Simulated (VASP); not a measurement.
# AlN (Fm-3m) in VASP: G0W0 quasiparticle levels with PBE

Aim: the G0W0 quasiparticle levels of AlN with PBE.

The COD entry that gives the cell may itself be a prediction, so a difference from it is no test against experiment.

Everything below comes from runs of VASP 6.6.1. Logs are shortened: lines on timing, memory, paths and dates and some standing lists are left out, and cuts for length are marked.

## 1. The cell of the first run

Symmetry: Fm-3m, No. 225, cubic system. Conventional cell: a = 3.938 Å, b = 3.938 Å, c = 3.938 Å, α = 90.00°, β = 90.00°, γ = 90.00°. Within 2.6 Å of Al (site symmetry m-3m) lie 6 N at 1.97 Å. N (site symmetry m-3m) has 6 Al at 1.97 Å within 2.6 Å.

## 2. G0W0 quasiparticle levels, PBE

Contents of POSCAR:

```
AlN
1.0
    0.0000000000      1.9690000000      1.9690000000
    1.9690000000      0.0000000000      1.9690000000
    1.9690000000      1.9690000000      0.0000000000
Al N
1 1
Direct
    0.0000000000      0.0000000000      0.0000000000
    0.5000000000      0.5000000000      0.5000000000
```

Contents of INCAR.step1:

```
PREC = Accurate ; ENCUT = 500
EDIFF = 1E-8 ; ISMEAR = 0
SIGMA = 0.01 ; LREAL = F
LASPH = T ; NELM = 60
ALGO = Normal ; LWAVE = T
LCHARG = F ; GGA = PE
```

Contents of INCAR.step2:

```
PREC = Accurate ; ENCUT = 500
EDIFF = 1E-8 ; ISMEAR = 0
SIGMA = 0.01 ; LREAL = F
LASPH = T ; NELM = 1
ALGO = Exact ; LWAVE = T
LCHARG = F ; GGA = PE
NBANDS = 64 ; LOPTICS = T
ISTART = 1
```

Contents of INCAR.step3:

```
PREC = Accurate ; ENCUT = 500
EDIFF = 1E-8 ; ISMEAR = 0
SIGMA = 0.01 ; LREAL = F
LASPH = T ; ALGO = EVGW0
LWAVE = F ; LCHARG = F
GGA = PE ; NELMGW = 1
NBANDS = 64 ; ENCUTGW = 100.0
NOMEGA = 48 ; PRECFOCK = Fast
ISTART = 1 ; NBANDSGW = 12
```

Contents of KPOINTS:

```
regular mesh
0
Gamma
  4 4 4
```

Potentials or basis: VASP PAW PBE potentials, release 64 (Al_GW, N_GW).

Run with:

```sh
$ cat potpaw_PBE.64/Al_GW/POTCAR potpaw_PBE.64/N_GW/POTCAR > POTCAR
$ cp INCAR.step1 INCAR
$ mpirun -np 1 vasp_std > vasp.out
$ cp INCAR.step2 INCAR
$ mpirun -np 1 vasp_std > vasp.out
$ cp INCAR.step3 INCAR
$ mpirun -np 1 vasp_std > vasp.out
```

OUTCAR:

```text
PREC = Accurate
   ENCUT = 500
   EDIFF = 1E-8
   ISMEAR = 0
   LREAL = F
   LASPH = T
   GGA = PE
   NELMGW = 1
   ENCUTGW = 100.0
   PRECFOCK = Fast
   ISTART = 1

 ion  position               nearest neighbor table
   1  0.000  0.000  0.000-   2 1.97   2 1.97   2 1.97   2 1.97   2 1.97   2 1.97
   2  0.500  0.500  0.500-   1 1.97   1 1.97   1 1.97   1 1.97   1 1.97   1 1.97

  LATTYP: Found a face centered cubic cell.
 ALAT       =     3.9380000000

  Lattice vectors:

 A1 = (   0.0000000000,   1.9690000000,   1.9690000000)
 A2 = (   1.9690000000,   0.0000000000,   1.9690000000)
 A3 = (   1.9690000000,   1.9690000000,   0.0000000000)

Analysis of symmetry for initial positions (statically):
=====================================================================
 Subroutine PRICEL returns:
 Original cell was already a primitive cell.

 Routine SETGRP: Setting up the symmetry group for a
 face centered cubic supercell.

 Subroutine GETGRP returns: Found 48 space group operations
 (whereof 48 operations were pure point group operations)
 out of a pool of 48 trial point group operations.

The static configuration has the point symmetry O_h .

Analysis of symmetry for dynamics (positions and initial velocities):
=====================================================================
 Subroutine PRICEL returns:
 Original cell was already a primitive cell.

 Routine SETGRP: Setting up the symmetry group for a
 face centered cubic supercell.

 Subroutine GETGRP returns: Found 48 space group operations
 (whereof 48 operations were pure point group operations)
 out of a pool of 48 trial point group operations.

The dynamic configuration has the point symmetry O_h .

 Subroutine INISYM returns: Found 48 space group operations
 (whereof 48 operations are pure point group operations),
 and found     1 'primitive' translations

----------------------------------------------------------------------------------------

[... 73 lines left out ...]
   ENCUT  =  500.0 eV  36.75 Ry    6.06 a.u.   5.08  5.08  5.08*2*pi/ulx,y,z
   NELM   =     60;   NELMIN=  2; NELMDL=  0     # of ELM steps
   EDIFF  = 0.1E-07   stopping-criterion for ELM
   LREAL  =      F    real-space projection
   EDIFFG = 0.1E-06   stopping-criterion for IOM
   NSW    =      0    number of steps for IOM
   IBRION =     -1    ionic relax: 0-MD 1-quasi-New 2-CG
   NFREE  =      0    steps in history (QN), initial steepest desc. (CG)
   ISIF   =      0    stress and relaxation
   ISYM   =      3    0-nonsym 1-usesym 2-fastsym
   POTIM  = 0.5000    time-step for ionic-motion
   TEBEG  =    0.0;   TEEND  =   0.0 temperature during run
   PSTRESS=    0.0 pullay stress
   NELECT =       8.0000    total number of electrons
   NUPDOWN=      -1.0000    fix difference up-down
   EMIN   =  10.00;   EMAX   =-10.00  energy-range for DOS
   EFERMI =   0.00;   METHOD = LEGACY
   ISMEAR =     0;   SIGMA  =   0.01  broadening in eV -4-tet -1-fermi 0-gaus
   EFERMI_NEDOS =   21; number of points for ismear=-14 and -15
   IALGO  =     38    algorithm
   IMIX   =      4    mixing-type and parameters
     AMIX     =   0.40;   BMIX     =  1.00
     AMIX_MAG =   1.60;   BMIX_MAG =  1.00
  volume/ion in A,a.u.               =       7.63        51.51
  Fermi-wavevector in a.u.,A,eV,Ry     =   1.319823  2.494104 23.700443  1.741933
  Thomas-Fermi vector in A             =   2.449694
   LORBIT       =      0    0 simple, 1 ext, 2 COOP (PROOUT), +10 PAW based schemes
   GGA     = PE    functional components
   LHFCALC =     T    Hartree Fock is set to
   PRECFOCK=fast      Normal, Fast or Accurate (Low or Medium for compatibility)
   ENCUT4O =  -1.0   cutoff for four orbital integrals eV
   NKREDX  =     1    reduce k-point grid by
   NKREDY  =     1    reduce k-point grid by
   NKREDZ  =     1    reduce k-point grid by
   AEXX    =    1.0000 exact exchange contribution
   HFSCREEN=    0.0000 screening length (either q_TF or 0.3 A-1)
   HFSCREENC=   0.0000 screening length for correlation (either q_TF or 0.3 A-1)
   ENCUTFOCK=  -1.0 apply spherical cutoff to Coloumb kernel
   IVDW    =     0    specifies the selected vdW correction
   LEPSILON=     F    determine dielectric tensor
   LRPA    =     F    only Hartree local field effects (RPA)
   LRPAFORCE           =     F    calculate RPA forces
   ENCUTGW             = 100.0    cutoff for response function in eV
   ENCUTGWSOFT         =  80.0    soft cutoff for Coulomb kernel in GW response function in eV
   ENCUTLF             =  -1.0    cutoff for local field effects
   NELMGW              =     1    number of iterations in solving QP/BSE equation
   NELMHF              =     1    number of iterations in the inner HF iteration
   NKREDLFX            =     1    NKREDLFY  =   1   NKREDLFZ  =   1
 non-spin polarized calculation
 Gauss-broadening in eV      SIGMA  =   0.01
  energy-cutoff  :      500.00
  volume of cell :       15.27
 maximum number of plane-waves:       399
  NGX = 12; NGY = 12; NGZ = 12
   NGX = 11   NGY = 11   NGZ = 11
 maximum number of plane-waves:        43
 NGX is ok and might be reduce to    10

 QP shifts <psi_nk| G(iteration)W_0 |psi_nk>: iteration 1
 for sc-GW calculations column KS-energies equals QP-energies in previous step
 and V_xc(KS)=  KS-energies - (<T + V_ion + V_H > + <T+V_H+V_ion>^1  + <V_x>^1)

 k-point   1 :       0.0000    0.0000    0.0000
  band No.  KS-energies  QP-energies   sigma(KS)   V_xc(KS)     V^pw_x(r,r')   Z            occupation Imag(sigma)

      1      -8.6388     -10.2793     -16.9756     -14.7998     -25.2269       0.7540       2.0000       1.4161
      2       9.6769       9.1059     -18.3723     -17.6616     -21.6274       0.8035       2.0000       0.0977
      3       9.6769       9.1059     -18.3723     -17.6616     -21.6274       0.8035       2.0000       0.0977
      4       9.6769       9.1059     -18.3723     -17.6616     -21.6274       0.8035       2.0000       0.0977
      5      16.5338      17.7086     -13.5733     -15.0168      -8.7960       0.8139       0.0000      -0.0943
      6      22.0481      22.9712      -9.9147     -11.0321      -4.6941       0.8261       0.0000      -0.1151
      7      22.0481      22.9712      -9.9147     -11.0321      -4.6941       0.8261       0.0000      -0.1151
      8      22.0481      22.9712      -9.9147     -11.0321      -4.6941       0.8261       0.0000      -0.1151
      9      27.3933      27.7079      -9.4929      -9.9022      -2.7800       0.7687       0.0000      -0.3779
     10      27.9996      29.2642     -10.3258     -11.8838      -4.6718       0.8117       0.0000      -0.1968
     11      27.9996      29.2642     -10.3258     -11.8838      -4.6718       0.8117       0.0000      -0.1968
     12      29.9189      30.9918     -10.0554     -11.4308      -2.9043       0.7800       0.0000      -0.5028
[... 100 lines left out ...]
      1      -3.7569      -5.0038     -18.8638     -17.1959     -26.6015       0.7476       2.0000       0.8352
      2       3.5006       2.2802     -15.7643     -14.2025     -19.8309       0.7814       2.0000       0.1518
      3       3.5006       2.2802     -15.7643     -14.2025     -19.8309       0.7814       2.0000       0.1518
      4       5.5356       4.5256     -16.1717     -14.9050     -19.7386       0.7974       2.0000       0.1217
      5      18.6136      19.9242     -12.0272     -13.6251      -7.2775       0.8202       0.0000      -0.0953
      6      20.8100      22.0203     -12.2636     -13.7664      -7.0259       0.8054       0.0000      -0.1192
      7      20.8100      22.0203     -12.2636     -13.7664      -7.0259       0.8054       0.0000      -0.1192
      8      22.8831      24.0194     -10.6697     -12.0866      -4.8862       0.8019       0.0000      -0.1564
      9      30.0713      31.2863     -11.2218     -12.7991      -4.1157       0.7703       0.0000      -0.4697
     10      30.0713      31.2863     -11.2218     -12.7991      -4.1157       0.7703       0.0000      -0.4697
     11      36.1160      37.5515     -11.2331     -13.0057      -4.2016       0.8098       0.0000      -0.8160
     12      38.9473      39.9587      -8.8391     -10.1186      -1.4468       0.7904       0.0000      -0.9374
```

OUTCAR.step2:

```text
PREC = Accurate
   ENCUT = 500
   EDIFF = 1E-8
   ISMEAR = 0
   LREAL = F
[... 688 lines left out ...]
     0.00000     6.01950     6.01950     6.01950     0.00000     0.00000    -0.00000
     1.79127     6.20119     6.20119     6.20119     0.00000     0.00000    -0.00000
     3.58254     6.86175     6.86175     6.86175     0.00000     0.00000    -0.00000
     5.37381     8.60349     8.60349     8.60349     0.00000     0.00000    -0.00000
     7.16509    13.16109    13.16109    13.16109     0.00000     0.00000    -0.00000
     8.95636    19.97378    19.97378    19.97378     0.00000     0.00000    -0.00000
[... 92 lines left out ...]
   175.54461     0.97479     0.97479     0.97479    -0.00000    -0.00000     0.00000
   177.33588     0.97533     0.97533     0.97533    -0.00000    -0.00000     0.00000
```

Wall time 16 s (1 thread of Intel Xeon 6975P-C, shared host); peak memory 0.15 GiB.

Results:

```yaml
Band_gap_on_the_k_mesh_mean-field_level: 5.12 eV, indirect (least direct gap 6.86 eV)
Quasiparticle_gap: 6.27 eV
Least_direct_quasiparticle_gap: 8.60 eV
```

Caveat: the k points lie up to 0.69 Å⁻¹ apart; bands, screening cutoff and mesh are small and nothing is extrapolated, so the quasiparticle values aren't converged.
